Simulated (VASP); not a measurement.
# CuAu (P4/mmm) in VASP: a series of runs, part 2 of 3

VASP 6.6.1. Earlier steps stand in the parts before.

## (3) Single point, PBE

The input, INCAR:

```
ALGO = Normal
EDIFF = 1E-6
ENCUT = 520
GGA = PE
ISIF = 2
ISMEAR = -1
LASPH = T
LCHARG = F
LREAL = F
LWAVE = F
NBANDS = 18
NELM = 100
PREC = Accurate
SIGMA = 0.05
```

The input, KPOINTS:

```
k-points
0
Gamma
  6 6 5
```

The input, POSCAR:

```
CuAu
1.0
    2.8000000000      0.0000000000      0.0000000000
    0.0000000000      2.8000000000      0.0000000000
    0.0000000000      0.0000000000      3.6700000000
Cu Au
1 1
Direct
    0.5000000000      0.5000000000      0.5000000000
    0.0000000000      0.0000000000      0.0000000000
```

Potentials or basis: VASP PAW PBE potentials, release 64 (Cu, Au).

On the command line:

```bash
cat potpaw_PBE.64/Cu/POTCAR potpaw_PBE.64/Au/POTCAR > POTCAR
mpirun -np 1 vasp_std > vasp.out
```

OUTCAR:

```text
EDIFF = 1E-6
   ENCUT = 520
   GGA = PE
   ISIF = 2
   ISMEAR = -1
   LASPH = T
   LREAL = F
   NELM = 100
   PREC = Accurate

 ion  position               nearest neighbor table
   1  0.500  0.500  0.500-   2 2.70   2 2.70   2 2.70   2 2.70   2 2.70   2 2.70   2 2.70   2 2.70

   2  0.000  0.000  0.000-   1 2.70   1 2.70   1 2.70   1 2.70   1 2.70   1 2.70   1 2.70   1 2.70

  LATTYP: Found a simple tetragonal cell.
 ALAT       =     2.8000000000
 C/A-ratio  =     1.3107142857

  Lattice vectors:

 A1 = (   2.8000000000,   0.0000000000,   0.0000000000)
 A2 = (   0.0000000000,   2.8000000000,   0.0000000000)
 A3 = (   0.0000000000,   0.0000000000,   3.6700000000)

Analysis of symmetry for initial positions (statically):
=====================================================================
 Subroutine PRICEL returns:
 Original cell was already a primitive cell.

 Routine SETGRP: Setting up the symmetry group for a
 simple tetragonal supercell.

 Subroutine GETGRP returns: Found 16 space group operations
 (whereof 16 operations were pure point group operations)
 out of a pool of 16 trial point group operations.

The static configuration has the point symmetry D_4h.

Analysis of symmetry for dynamics (positions and initial velocities):
=====================================================================
 Subroutine PRICEL returns:
 Original cell was already a primitive cell.

 Routine SETGRP: Setting up the symmetry group for a
 simple tetragonal supercell.

 Subroutine GETGRP returns: Found 16 space group operations
 (whereof 16 operations were pure point group operations)
 out of a pool of 16 trial point group operations.

The dynamic configuration has the point symmetry D_4h.

 Subroutine INISYM returns: Found 16 space group operations
 (whereof 16 operations are pure point group operations),
 and found     1 'primitive' translations
[... 103 lines left out ...]
   POTIM  = 0.5000    time-step for ionic-motion
   TEBEG  =    0.0;   TEEND  =   0.0 temperature during run
   PSTRESS=    0.0 pullay stress
   NELECT =      22.0000    total number of electrons
   NUPDOWN=      -1.0000    fix difference up-down
   EMIN   =  10.00;   EMAX   =-10.00  energy-range for DOS
   EFERMI =   0.00;   METHOD = LEGACY
   ISMEAR =    -1;   SIGMA  =   0.05  broadening in eV -4-tet -1-fermi 0-gaus
   EFERMI_NEDOS =   21; number of points for ismear=-14 and -15
   IALGO  =     38    algorithm
   IMIX   =      4    mixing-type and parameters
     AMIX     =   0.40;   BMIX     =  1.00
     AMIX_MAG =   1.60;   BMIX_MAG =  1.00
  volume/ion in A,a.u.               =      14.39        97.08
  Fermi-wavevector in a.u.,A,eV,Ry     =   1.497000  2.828919 30.490762  2.241008
  Thomas-Fermi vector in A             =   2.608944
   LORBIT       =      0    0 simple, 1 ext, 2 COOP (PROOUT), +10 PAW based schemes
   GGA     = PE    functional components
   LHFCALC =     F    Hartree Fock is set to
   AEXX    =    0.0000 exact exchange contribution
   IVDW    =     0    specifies the selected vdW correction
   LEPSILON=     F    determine dielectric tensor
   LRPA    =     F    only Hartree local field effects (RPA)
 non-spin polarized calculation
  energy-cutoff  :      520.00
  volume of cell :       28.77
 maximum number of plane-waves:       792
 NGX is ok and might be reduce to    24
   NGX = 11   NGY = 11   NGZ = 13

 number of electron      22.0000010 magnetization

 Free energy of the ion-electron system (eV)
  ---------------------------------------------------
  ext. energy  EPLUGINS =         0.00000000
  ---------------------------------------------------
  free energy    TOTEN  =        -7.00018898 eV

  energy without entropy =       -6.99566633  energy(sigma->0) =       -6.99792766

 E-fermi :   8.8940     XC(G=0): -12.7347

 val. band max:        8.8825083874   @ k =   0.5000   0.1667   0.0000
 cond. band min:       8.9494895664   @ k =   0.5000   0.3333   0.0000
 fundamental gap:      0.0669811789
 Fermi energy:         8.8939689849

 k-point     1 :       0.0000    0.0000    0.0000
  band No.  band energies     occupation
      1      -0.9759      2.00000
      2       2.1899      2.00000
      3       2.3651      2.00000
      4       4.7915      2.00000
      5       4.7915      2.00000
      6       5.8604      2.00000
[... 481 lines left out ...]
      5       4.8249      2.00000
      6       6.1492      2.00000
[... 10 lines left out ...]
     17      25.4400      0.00000
     18      27.0790      0.00000

 [... further k-points ...]
[... 5 lines left out ...]
  --------------------------------------------------------------------------------------
  -------------------------------------------------------------------------------------
  Total        1.2514866      1.2514866      1.1181289      0.0000000     -0.0000000      0.0000000
  in kB       69.6874641     69.6874641     62.2616073      0.0000000     -0.0000000      0.0000000
  external PRESSURE =      67.2121785 kB  Pullay stress =       0.0000000 kB

 VOLUME and BASIS-vectors are now :
 -----------------------------------------------------------------------------
  energy-cutoff  :      520.00
  volume of cell :       28.77
      direct lattice vectors                 reciprocal lattice vectors
     2.800000000  0.000000000  0.000000000     0.357142857  0.000000000  0.000000000
     0.000000000  2.800000000  0.000000000     0.000000000  0.357142857  0.000000000
     0.000000000  0.000000000  3.670000000     0.000000000  0.000000000  0.272479564

 POSITION                                       TOTAL-FORCE (eV/Angst)
 -----------------------------------------------------------------------------------
      1.40000      1.40000      1.83500         0.000000      0.000000      0.000000
      0.00000      0.00000      0.00000         0.000000      0.000000      0.000000
 -----------------------------------------------------------------------------------
    total drift:                                0.000000      0.000000     -0.000000

  FREE ENERGIE OF THE ION-ELECTRON SYSTEM (eV)
  ---------------------------------------------------
  free  energy   TOTEN  =        -7.0001889838 eV

  energy  without entropy=       -6.9956663316  energy(sigma->0) =       -6.99792766
```

OSZICAR:

```text
N       E                     dE             d eps       ncg     rms          rms(c)
DAV:   1     0.126346214739E+03    0.12635E+03   -0.11021E+04  1178   0.170E+03
DAV:   2    -0.286287280076E+01   -0.12921E+03   -0.12049E+03  1086   0.296E+02
DAV:   3    -0.791741476594E+01   -0.50545E+01   -0.49758E+01  1226   0.690E+01
DAV:   4    -0.799128489899E+01   -0.73870E-01   -0.73820E-01  1334   0.690E+00
DAV:   5    -0.799302294703E+01   -0.17380E-02   -0.17380E-02  1420   0.111E+00    0.117E+01
DAV:   6    -0.737861516152E+01    0.61441E+00   -0.59909E+00  1160   0.659E+01    0.541E+00
DAV:   7    -0.710719977637E+01    0.27142E+00   -0.24886E+00  1326   0.726E+01    0.652E+00
DAV:   8    -0.700811976801E+01    0.99080E-01   -0.26640E-01  1354   0.139E+01    0.307E+00
DAV:   9    -0.700111823343E+01    0.70015E-02   -0.14148E-02  1626   0.172E+00    0.232E-01
DAV:  10    -0.700020114101E+01    0.91709E-03   -0.50534E-03  1280   0.183E+00    0.744E-02
DAV:  11    -0.700019352354E+01    0.76175E-05   -0.19116E-04  1664   0.234E-01    0.278E-02
DAV:  12    -0.700018919956E+01    0.43240E-05   -0.16565E-05  1574   0.127E-01    0.428E-03
DAV:  13    -0.700018898379E+01    0.21578E-06   -0.73068E-07   660   0.216E-02
   1 F= -.70001890E+01 E0= -.69979277E+01  d E =-.452265E-02
```

Wall time 15 s (1 thread of Intel Xeon Platinum 8259CL at 2.50GHz (Skylake/Cascade Lake), shared host); peak memory 0.15 GiB.

Results:

```yaml
Free_energy: -7.0002 eV
Pressure: 6.7 GPa
Band_gap_on_the_k_mesh: zero (band 11 reaches 13.57 eV, above the bottom of band 12 at 6.94 eV)
```

Stress tensor (GPa, compression positive):
```
6.97 0.00 0.00
0.00 6.97 0.00
0.00 0.00 6.23
```

Caveat: the k points lie up to 0.37 Å⁻¹ apart; spin-orbit coupling is left out, which moves the levels of the heavy elements.

## (4) Single point, PBE

The input, INCAR:

```
PREC     = Accurate       # precision mode
ENCUT    = 520            # plane-wave cutoff, eV
EDIFF    = 1E-7           # SCF threshold, eV
ISMEAR   = -1             # smearing method
SIGMA    = 0.05           # smearing width, eV
LREAL    = F              # projectors in reciprocal space
LASPH    = T              # aspherical terms in the spheres
NELM     = 60             # most SCF steps
ALGO     = Normal         # electronic algorithm
ISIF     = 2              # what is computed and relaxed
LWAVE    = F              # write WAVECAR
LCHARG   = F              # write CHGCAR
GGA      = PE             # functional
NBANDS   = 18             # bands
```

The input, KPOINTS:

```
Automatic mesh
0
Gamma
  10 10 8
```

POSCAR is that of step 3.

On the command line:

```bash
cat potpaw_PBE.64/Cu/POTCAR potpaw_PBE.64/Au/POTCAR > POTCAR
mpirun -np 1 vasp_std > vasp.out
```

Run time: 46 s. Hardware: 1 thread of Intel Xeon Platinum 8259CL at 2.50GHz (Skylake/Cascade Lake), shared host; peak memory 0.19 GiB.

It converged, with:

| Property | Result |
| --- | --- |
| Free energy | -7.0355 eV |
| Pressure | 6.7 GPa |
| Band gap on the k mesh | zero (band 11 reaches 14.33 eV, above the bottom of band 12 at 6.90 eV) |

Stress tensor (GPa, compression positive):
```
7.34 0.00 0.00
0.00 7.34 0.00
0.00 0.00 5.56
```

Levels at points of the mesh, in eV from the Fermi level:
| k point | band 8 | band 9 | band 10 | band 11 | band 12 | band 13 | band 14 | band 15 |
| --- | --- | --- | --- | --- | --- | --- | --- | --- |
| (0.00, 0.00, 0.00) | -2.16 | -1.70 | -1.47 | -1.47 | 2.11 | 8.15 | 10.09 | 10.09 |
| (0.50, 0.00, 0.00) | -3.00 | -2.42 | -2.21 | -0.86 | -0.11 | 9.48 | 9.57 | 11.45 |
| (0.50, 0.50, 0.00) | -1.64 | -1.38 | -1.38 | 0.65 | 0.65 | 5.24 | 6.97 | 10.14 |
| (0.00, 0.00, 0.50) | -2.75 | -2.37 | -2.35 | -2.35 | -1.99 | 14.41 | 14.69 | 14.69 |
| (0.50, 0.00, 0.50) | -1.73 | -1.60 | -1.55 | -1.07 | -1.07 | 2.74 | 4.47 | 15.93 |
| (0.50, 0.50, 0.50) | -2.16 | -1.65 | -1.63 | 5.43 | 5.55 | 5.55 | 6.29 | 6.95 |

Caveat: spin-orbit coupling is left out, which moves the levels of the heavy elements.

## (5) Single point, PBE

The input, INCAR:

```
SYSTEM = CuAu
  PREC = Accurate
  ENCUT = 520
  EDIFF = 1E-7
  ISMEAR = -1
  SIGMA = 0.05
  LREAL = .FALSE.
  LASPH = .TRUE.
  NELM = 60
  ALGO = Normal
  ISIF = 2
  LWAVE = .FALSE.
  LCHARG = .TRUE.
  GGA = PE
  LELF = .TRUE.
  LVHAR = .TRUE.
  NBANDS = 18
```

The input, KPOINTS:

```
Automatic mesh
0
G
  18 18 14
  0 0 0
```

POSCAR is that of step 4.

Potentials or basis: VASP PAW PBE potentials, release 64 (Cu, Au).

On the command line:

```bash
cat potpaw_PBE.64/Cu/POTCAR potpaw_PBE.64/Au/POTCAR > POTCAR
mpirun -np 1 vasp_std > vasp.out
```

OUTCAR:

```text
SYSTEM = CuAu
   PREC = Accurate
   ENCUT = 520
   EDIFF = 1E-7
   ISMEAR = -1
   LREAL = .FALSE.
   LASPH = .TRUE.
   NELM = 60
   ISIF = 2
   GGA = PE

 ion  position               nearest neighbor table
   1  0.500  0.500  0.500-   2 2.70   2 2.70   2 2.70   2 2.70   2 2.70   2 2.70   2 2.70   2 2.70

   2  0.000  0.000  0.000-   1 2.70   1 2.70   1 2.70   1 2.70   1 2.70   1 2.70   1 2.70   1 2.70

  LATTYP: Found a simple tetragonal cell.
 ALAT       =     2.8000000000
 C/A-ratio  =     1.3107142857

  Lattice vectors:

 A1 = (   2.8000000000,   0.0000000000,   0.0000000000)
 A2 = (   0.0000000000,   2.8000000000,   0.0000000000)
 A3 = (   0.0000000000,   0.0000000000,   3.6700000000)

Analysis of symmetry for initial positions (statically):
=====================================================================
 Subroutine PRICEL returns:
 Original cell was already a primitive cell.

 Routine SETGRP: Setting up the symmetry group for a
 simple tetragonal supercell.

 Subroutine GETGRP returns: Found 16 space group operations
 (whereof 16 operations were pure point group operations)
 out of a pool of 16 trial point group operations.

The static configuration has the point symmetry D_4h.

Analysis of symmetry for dynamics (positions and initial velocities):
=====================================================================
 Subroutine PRICEL returns:
 Original cell was already a primitive cell.

 Routine SETGRP: Setting up the symmetry group for a
 simple tetragonal supercell.

 Subroutine GETGRP returns: Found 16 space group operations
 (whereof 16 operations were pure point group operations)
 out of a pool of 16 trial point group operations.

The dynamic configuration has the point symmetry D_4h.

 Subroutine INISYM returns: Found 16 space group operations
 (whereof 16 operations are pure point group operations),
 and found     1 'primitive' translations

[... 105 lines left out ...]
   NELECT =      22.0000    total number of electrons
   NUPDOWN=      -1.0000    fix difference up-down
   EMIN   =  10.00;   EMAX   =-10.00  energy-range for DOS
   EFERMI =   0.00;   METHOD = LEGACY
   ISMEAR =    -1;   SIGMA  =   0.05  broadening in eV -4-tet -1-fermi 0-gaus
   EFERMI_NEDOS =   21; number of points for ismear=-14 and -15
   IALGO  =     38    algorithm
   IMIX   =      4    mixing-type and parameters
     AMIX     =   0.40;   BMIX     =  1.00
     AMIX_MAG =   1.60;   BMIX_MAG =  1.00
  volume/ion in A,a.u.               =      14.39        97.08
  Fermi-wavevector in a.u.,A,eV,Ry     =   1.497000  2.828919 30.490762  2.241008
  Thomas-Fermi vector in A             =   2.608944
   LORBIT       =      0    0 simple, 1 ext, 2 COOP (PROOUT), +10 PAW based schemes
   GGA     = PE    functional components
   LHFCALC =     F    Hartree Fock is set to
   AEXX    =    0.0000 exact exchange contribution
   IVDW    =     0    specifies the selected vdW correction
   LEPSILON=     F    determine dielectric tensor
   LRPA    =     F    only Hartree local field effects (RPA)
 non-spin polarized calculation
  energy-cutoff  :      520.00
  volume of cell :       28.77
 maximum number of plane-waves:       800
 NGX is ok and might be reduce to    24
   NGX = 11   NGY = 11   NGZ = 13

 number of electron      22.0000009 magnetization

 Free energy of the ion-electron system (eV)
  ---------------------------------------------------
  ext. energy  EPLUGINS =         0.00000000
  ---------------------------------------------------
  free energy    TOTEN  =        -7.04004911 eV

  energy without entropy =       -7.03472769  energy(sigma->0) =       -7.03738840

 E-fermi :   8.9297     XC(G=0): -12.7332

 val. band max:        8.9295788007   @ k =   0.4444   0.1111   0.5000
 cond. band min:       8.9339642730   @ k =   0.3889   0.3889   0.2143
 fundamental gap:      0.0043854724
 Fermi energy:         8.9296643515

 k-point     1 :       0.0000    0.0000    0.0000
  band No.  band energies     occupation
      1      -0.9724      2.00000
      2       2.2135      2.00000
      3       2.3691      2.00000
      4       4.8002      2.00000
      5       4.8002      2.00000
      6       5.8817      2.00000
[... 481 lines left out ...]
      5       4.8510      2.00000
      6       5.0065      2.00000
[... 10 lines left out ...]
     17      23.4774      0.00000
     18      26.3833      0.00000

 [... further k-points ...]
[... 5 lines left out ...]
  --------------------------------------------------------------------------------------
  -------------------------------------------------------------------------------------
  Total        1.2735233      1.2735233      1.0818588      0.0000000      0.0000000     -0.0000000
  in kB       70.9145508     70.9145508     60.2419541      0.0000000      0.0000000     -0.0000000
  external PRESSURE =      67.3570186 kB  Pullay stress =       0.0000000 kB

 VOLUME and BASIS-vectors are now :
 -----------------------------------------------------------------------------
  energy-cutoff  :      520.00
  volume of cell :       28.77
      direct lattice vectors                 reciprocal lattice vectors
     2.800000000  0.000000000  0.000000000     0.357142857  0.000000000  0.000000000
     0.000000000  2.800000000  0.000000000     0.000000000  0.357142857  0.000000000
     0.000000000  0.000000000  3.670000000     0.000000000  0.000000000  0.272479564

 POSITION                                       TOTAL-FORCE (eV/Angst)
 -----------------------------------------------------------------------------------
      1.40000      1.40000      1.83500         0.000000      0.000000      0.000000
      0.00000      0.00000      0.00000         0.000000      0.000000      0.000000
 -----------------------------------------------------------------------------------
    total drift:                                0.000000      0.000000     -0.000000

  FREE ENERGIE OF THE ION-ELECTRON SYSTEM (eV)
  ---------------------------------------------------
  free  energy   TOTEN  =        -7.0400491129 eV

  energy  without entropy=       -7.0347276874  energy(sigma->0) =       -7.03738840
```

Wall time 2.7 min (1 thread of Intel Xeon Platinum 8259CL at 2.50GHz (Skylake/Cascade Lake), shared host); peak memory 0.34 GiB.

Results:

```yaml
Free_energy: -7.0400 eV
Pressure: 6.7 GPa
Band_gap_on_the_k_mesh: zero (band 11 reaches 14.33 eV, above the bottom of band 12 at 6.90 eV)
```

Stress tensor (GPa, compression positive):
```
7.09 0.00 0.00
0.00 7.09 0.00
0.00 0.00 6.02
```

Caveat: spin-orbit coupling is left out, which moves the levels of the heavy elements.

[end of part 2 of 3]
